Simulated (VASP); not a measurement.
# SiC3 (R3m) in VASP: single point with HSE06

Aim: the single point of SiC3 with HSE06.

Everything below comes from runs of VASP 6.6.1. Logs are shortened: lines on timing, memory, paths and dates and some standing lists are left out, and cuts for length are marked.

## 1. The cell of the first run

It takes space group R3m (No. 160, trigonal). The conventional cell has a = 2.831 Å, b = 2.831 Å, c = 14.010 Å, α = 90.00°, β = 90.00°, γ = 120.00°. C (site symmetry 3m) has 3 C at 1.72 Å and 1 Si at 1.89 Å within 2.3 Å. C (site symmetry 3m) has 1 C at 1.54 Å and 3 Si at 1.79 Å within 2.0 Å. Within 2.0 Å of C (site symmetry 3m) lie 4 C at 1.54 to 1.72 Å. Si (site symmetry 3m) has 4 C at 1.79 to 1.89 Å within 2.4 Å.

## 2. Single point, HSE06

POSCAR

```
SiC3
1.0
    1.4154339595      0.8172011775      4.6700734293
   -1.4154339595      0.8172011775      4.6700734293
    0.0000000000     -1.6344023551      4.6700734293
C Si
3 1
Direct
    1.0082378924      0.0082378924      0.0082378924
    0.4889604674      0.4889604674      0.4889604674
    0.3791724033      0.3791724033      0.3791724033
    0.8736292368      0.8736292368      0.8736292368
```

INCAR.step1

```
SYSTEM = SiC3
  PREC = Accurate
  ENCUT = 520
  EDIFF = 1E-5
  ISMEAR = 0
  SIGMA = 0.01
  LREAL = .False.
  LASPH = .True.
  NELM = 100
  ALGO = Normal
  ISIF = 2
  LWAVE = .True.
  LCHARG = .False.
  NBANDS = 16
  GGA = PE
```

INCAR.step2

```
SYSTEM = SiC3
  PREC = Accurate
  ENCUT = 520
  EDIFF = 1E-6
  ISMEAR = 0
  SIGMA = 0.01
  LREAL = .False.
  LASPH = .True.
  NELM = 100
  ALGO = Normal
  ISIF = 2
  LWAVE = .False.
  LCHARG = .False.
  GGA = PE
  LHFCALC = .True.
  HFSCREEN = 0.2079
  PRECFOCK = Normal
  NBANDS = 16
  ISTART = 1
```

KPOINTS

```
Automatic mesh
0
Gamma
  6 6 6
  0 0 0
```

Potentials or basis: VASP PAW PBE potentials, release 64 (C, Si).

Run with:

```
$ cat potpaw_PBE.64/C/POTCAR potpaw_PBE.64/Si/POTCAR > POTCAR
$ cp INCAR.step1 INCAR
$ mpirun -np 1 vasp_std > vasp.out
$ cp INCAR.step2 INCAR
$ mpirun -np 1 vasp_std > vasp.out
```

OUTCAR:

```text
SYSTEM = SiC3
   PREC = Accurate
   ENCUT = 520
   EDIFF = 1E-6
   ISMEAR = 0
   LREAL = .False.
   LASPH = .True.
   NELM = 100
   ISIF = 2
   GGA = PE
   LHFCALC = .True.
   HFSCREEN = 0.2079
   PRECFOCK = Normal
   ISTART = 1

 ion  position               nearest neighbor table
   1  0.008  0.008  0.008-   3 1.72   3 1.72   3 1.72   4 1.89
   2  0.489  0.489  0.489-   3 1.54   4 1.79   4 1.79   4 1.79
   3  0.379  0.379  0.379-   2 1.54   1 1.72   1 1.72   1 1.72
   4  0.874  0.874  0.874-   2 1.79   2 1.79   2 1.79   1 1.89

  LATTYP: Found a trigonal (rhomboedric) cell.
 ALAT       =     4.9478133446
 COS(alpha) =     0.8363249046

  Lattice vectors:

 A1 = (   1.4154339595,   0.8172011775,   4.6700734293)
 A2 = (  -1.4154339595,   0.8172011775,   4.6700734293)
 A3 = (   0.0000000000,  -1.6344023551,   4.6700734293)

Analysis of symmetry for initial positions (statically):
=====================================================================
 Subroutine PRICEL returns:
 Original cell was already a primitive cell.

 Routine SETGRP: Setting up the symmetry group for a
 trigonal (rhombohedral) supercell.

 Subroutine GETGRP returns: Found  6 space group operations
 (whereof  6 operations were pure point group operations)
 out of a pool of 12 trial point group operations.

The static configuration has the point symmetry C_3v.

Analysis of symmetry for dynamics (positions and initial velocities):
=====================================================================
 Subroutine PRICEL returns:
 Original cell was already a primitive cell.

 Routine SETGRP: Setting up the symmetry group for a
 trigonal (rhombohedral) supercell.

 Subroutine GETGRP returns: Found  6 space group operations
 (whereof  6 operations were pure point group operations)
 out of a pool of 12 trial point group operations.

The dynamic configuration has the point symmetry C_3v.

 Subroutine INISYM returns: Found  6 space group operations
 (whereof  6 operations are pure point group operations),
 and found     1 'primitive' translations

----------------------------------------------------------------------------------------

                                     Primitive cell

  volume of cell :      32.4111

  direct lattice vectors                    reciprocal lattice vectors
     1.415433960  0.817201177  4.670073429     0.353248554  0.203948148  0.071376465
    -1.415433960  0.817201177  4.670073429    -0.353248554  0.203948148  0.071376465
     0.000000000 -1.634402355  4.670073429     0.000000000 -0.407896296  0.071376465

  length of vectors
     4.947813345  4.947813345  4.947813345     0.414094178  0.414094178  0.414094178

  position of ions in fractional coordinates (direct lattice)
     0.008237892  0.008237892  0.008237892
     0.488960467  0.488960467  0.488960467
     0.379172403  0.379172403  0.379172403
     0.873629237  0.873629237  0.873629237

  ion indices of the primitive-cell ions
   primitive index   ion index
                 1           1
                 2           2
                 3           3
                 4           4

----------------------------------------------------------------------------------------

 KPOINTS: Automatic mesh

Automatic generation of k-mesh.
 Grid dimensions read from file:
 generate k-points for:    6    6    6

 Generating k-lattice:

  Cartesian coordinates                     Fractional coordinates (reciprocal lattice)
     0.058874759  0.033991358  0.011896078     0.166666667  0.000000000  0.000000000
    -0.058874759  0.033991358  0.011896078     0.000000000  0.166666667  0.000000000
     0.000000000 -0.067982716  0.011896078    -0.000000000 -0.000000000  0.166666667

  Length of vectors
     0.069015696  0.069015696  0.069015696

  Shift w.r.t. Gamma in fractional coordinates (k-lattice)
     0.000000000  0.000000000  0.000000000

 Subroutine IBZKPT returns following result:
 ===========================================

 Found     32 irreducible k-points:

 Following reciprocal coordinates:
            Coordinates               Weight
  0.000000  0.000000  0.000000      1.000000
  0.166667  0.000000  0.000000      6.000000
  0.333333 -0.000000  0.000000      6.000000
  0.500000 -0.000000  0.000000      3.000000
  0.166667  0.166667  0.000000      6.000000
  0.333333  0.166667  0.000000     12.000000
[... 16 lines left out ...]
  0.500000  0.500000  0.166667      6.000000
 -0.333333  0.500000  0.166667     12.000000
 [... further k-points ...]
   k-points           NKPTS =     32   k-points in BZ     NKDIM =    216   number of bands    NBANDS=     16
   number of dos      NEDOS =    301   number of ions     NIONS =      4
   total plane-waves  NPLWV =  64000
   dimension x,y,z NGX =    40 NGY =   40 NGZ =   40
   dimension x,y,z NGXF=    80 NGYF=   80 NGZF=   80
   ions per type =               3   1
   NGX,Y,Z   is equivalent  to a cutoff of  13.44, 13.44, 13.44 a.u.
   NGXF,Y,Z  is equivalent  to a cutoff of  26.88, 26.88, 26.88 a.u.
 SYSTEM =  SiC3
   PREC   = accura    normal or accurate (medium, high low for compatibility)
   ISTART =      1    job   : 0-new  1-cont  2-samecut
   ICHARG =      0    charge: 1-file 2-atom 10-const
   ISPIN  =      1    spin polarized calculation?
   LNONCOLLINEAR =      F non collinear calculations
   LSORBIT =      F    spin-orbit coupling
   LASPH  =      T    aspherical Exc in radial PAW
   ENCUT  =  520.0 eV  38.22 Ry    6.18 a.u.   9.20  9.20  9.20*2*pi/ulx,y,z
   NELM   =    100;   NELMIN=  2; NELMDL=  0     # of ELM steps
   EDIFF  = 0.1E-05   stopping-criterion for ELM
   LREAL  =      F    real-space projection
   EDIFFG = 0.1E-04   stopping-criterion for IOM
   NSW    =      0    number of steps for IOM
   IBRION =     -1    ionic relax: 0-MD 1-quasi-New 2-CG
   NFREE  =      0    steps in history (QN), initial steepest desc. (CG)
   ISIF   =      2    stress and relaxation
   ISYM   =      3    0-nonsym 1-usesym 2-fastsym
   POTIM  = 0.5000    time-step for ionic-motion
   TEBEG  =    0.0;   TEEND  =   0.0 temperature during run
   PSTRESS=    0.0 pullay stress
   NELECT =      16.0000    total number of electrons
   NUPDOWN=      -1.0000    fix difference up-down
   EMIN   =  10.00;   EMAX   =-10.00  energy-range for DOS
   EFERMI =   0.00;   METHOD = LEGACY
   ISMEAR =     0;   SIGMA  =   0.01  broadening in eV -4-tet -1-fermi 0-gaus
   EFERMI_NEDOS =   21; number of points for ismear=-14 and -15
   IALGO  =     38    algorithm
   IMIX   =      1    mixing-type and parameters
     AMIX     =   0.40;   BMIX     =  1.00
     AMIX_MAG =   1.60;   BMIX_MAG =  1.00
  volume/ion in A,a.u.               =       8.10        54.68
  Fermi-wavevector in a.u.,A,eV,Ry     =   1.293849  2.445020 22.776773  1.674046
  Thomas-Fermi vector in A             =   2.425469
   LORBIT       =      0    0 simple, 1 ext, 2 COOP (PROOUT), +10 PAW based schemes
   GGA     = PE    functional components
   LHFCALC =     T    Hartree Fock is set to
   PRECFOCK=normal    Normal, Fast or Accurate (Low or Medium for compatibility)
   ENCUT4O =  -1.0   cutoff for four orbital integrals eV
   NKREDX  =     1    reduce k-point grid by
   NKREDY  =     1    reduce k-point grid by
   NKREDZ  =     1    reduce k-point grid by
   AEXX    =    0.2500 exact exchange contribution
   HFSCREEN=    0.2079 screening length (either q_TF or 0.3 A-1)
   HFSCREENC=   0.2079 screening length for correlation (either q_TF or 0.3 A-1)
   ENCUTFOCK=  -1.0 apply spherical cutoff to Coloumb kernel
   IVDW    =     0    specifies the selected vdW correction
   LEPSILON=     F    determine dielectric tensor
   LRPA    =     F    only Hartree local field effects (RPA)
 non-spin polarized calculation
 Gauss-broadening in eV      SIGMA  =   0.01
  energy-cutoff  :      520.00
  volume of cell :       32.41
 maximum number of plane-waves:       883
 NGX is ok and might be reduce to    40
  NGX = 28; NGY = 28; NGZ = 28

 number of electron      16.0000000 magnetization

 Free energy of the ion-electron system (eV)
  ---------------------------------------------------
  ext. energy  EPLUGINS =         0.00000000
  ---------------------------------------------------
  free energy    TOTEN  =       -36.09014095 eV

  energy without entropy =      -36.09014095  energy(sigma->0) =      -36.09014095

 E-fermi :   8.7049     XC(G=0):  -9.8706

 val. band max:        8.5810439635   @ k =   0.0000   0.0000   0.0000
 cond. band min:      11.1015872363   @ k =   0.5000   0.5000   0.0000
 fundamental gap:      2.5205432728
 Fermi energy:         8.7048587261

 k-point     1 :       0.0000    0.0000    0.0000
  band No.  band energies     occupation
      1     -11.7405      2.00000
      2      -6.6253      2.00000
      3      -3.7973      2.00000
      4       5.5471      2.00000
      5       5.5471      2.00000
      6       7.5142      2.00000
[... 8 lines left out ...]
     15      18.5148      0.00000
     16      23.3199      0.00000

 k-point     2 :       0.1667    0.0000    0.0000
  band No.  band energies     occupation
      1     -11.1382      2.00000
      2      -6.2031      2.00000
      3      -3.1598      2.00000
      4       3.0716      2.00000
      5       4.8254      2.00000
      6       6.0790      2.00000
[... 8 lines left out ...]
     15      19.9846      0.00000
     16      23.2441      0.00000

 k-point     3 :       0.3333   -0.0000    0.0000
  band No.  band energies     occupation
      1      -9.4065      2.00000
      2      -5.1368      2.00000
      3      -2.1964      2.00000
      4       0.0893      2.00000
      5       2.2629      2.00000
      6       3.7151      2.00000
[... 8 lines left out ...]
     15      21.5734      0.00000
     16      22.5308      0.00000
[... 362 lines left out ...]
 k-point    23 :       0.5000    0.5000    0.1667
  band No.  band energies     occupation
      1      -8.9284      2.00000
      2      -6.5605      2.00000
      3      -1.5336      2.00000
      4       0.5331      2.00000
      5       2.8635      2.00000
      6       3.3841      2.00000
[... 8 lines left out ...]
     15      22.8088      0.00000
     16      23.0687      0.00000

 k-point    24 :      -0.3333    0.5000    0.1667
  band No.  band energies     occupation
      1      -7.5338      2.00000
      2      -5.2907      2.00000
      3      -2.8404      2.00000
      4      -0.6521      2.00000
      5       1.6938      2.00000
      6       2.9346      2.00000
[... 8 lines left out ...]
     15      22.5077      0.00000
     16      23.7804      0.00000

 [... further k-points ...]

------------------------ aborting loop because EDIFF is reached ----------------------------------------

  FORCE on cell =-STRESS in cart. coord.  units (eV):
  Direction    XX          YY          ZZ          XY          YZ          ZX
  --------------------------------------------------------------------------------------
  -------------------------------------------------------------------------------------
  Total       -0.7383735     -0.7383735     -0.6266001      0.0000000      0.0000000      0.0000000
  in kB      -36.5000233    -36.5000233    -30.9747275      0.0000000      0.0000000      0.0000000
  external PRESSURE =     -34.6582580 kB  Pullay stress =       0.0000000 kB

 VOLUME and BASIS-vectors are now :
 -----------------------------------------------------------------------------
  energy-cutoff  :      520.00
  volume of cell :       32.41
      direct lattice vectors                 reciprocal lattice vectors
     1.415433960  0.817201177  4.670073429     0.353248554  0.203948148  0.071376465
    -1.415433960  0.817201177  4.670073429    -0.353248554  0.203948148  0.071376465
     0.000000000 -1.634402355  4.670073429     0.000000000 -0.407896296  0.071376465

 POSITION                                       TOTAL-FORCE (eV/Angst)
 -----------------------------------------------------------------------------------
      0.00000     -0.00000      0.11541         0.000000     -0.000000      0.272963
      0.00000     -0.00000      6.85044         0.000000      0.000000     -0.112415
      0.00000     -0.00000      5.31229         0.000000      0.000000     -0.153705
      0.00000     -0.00000     12.23974         0.000000      0.000000     -0.006843
 -----------------------------------------------------------------------------------
    total drift:                                0.000000     -0.000000      0.000171

  FREE ENERGIE OF THE ION-ELECTRON SYSTEM (eV)
  ---------------------------------------------------
  free  energy   TOTEN  =       -36.0901409489 eV

  energy  without entropy=      -36.0901409489  energy(sigma->0) =      -36.09014095
```

Run time: 2.3 h. Hardware: 1 thread of Intel Xeon Platinum 8259CL at 2.50GHz (Skylake/Cascade Lake), shared host; peak memory 0.34 GiB.

Results:

| Property | Result |
| --- | --- |
| Free energy | -36.0901 eV |
| Pressure | -3.5 GPa |
| Largest force | 0.273 eV/Å |
| Band gap on the k mesh | 2.52 eV (least direct gap 4.31 eV) |

Forces on the atoms (eV/Å):
```
C    0.000  0.000  0.273
C    0.000  0.000 -0.112
C    0.000  0.000 -0.154
Si   0.000  0.000 -0.007
```

Levels at points of the mesh, in eV from the valence-band top:
| k point | band 6 | band 7 | band 8 | band 9 | band 10 | band 11 |
| --- | --- | --- | --- | --- | --- | --- |
| (0.00, 0.00, 0.00) | -1.07 | 0.00 | 0.00 | 5.09 | 6.02 | 6.02 |
| (0.50, 0.00, 0.00) | -5.54 | -5.32 | -2.70 | 4.31 | 5.24 | 7.53 |
| (0.50, 0.50, 0.00) | -5.71 | -2.58 | -1.79 | 2.52 | 3.70 | 7.73 |
| (0.50, 0.50, 0.50) | -2.93 | -0.38 | -0.38 | 5.19 | 6.67 | 6.67 |

Caveat: the k points lie up to 0.43 Å⁻¹ apart; the PAW data sets were made with another functional, which shifts forces and pressure a little.
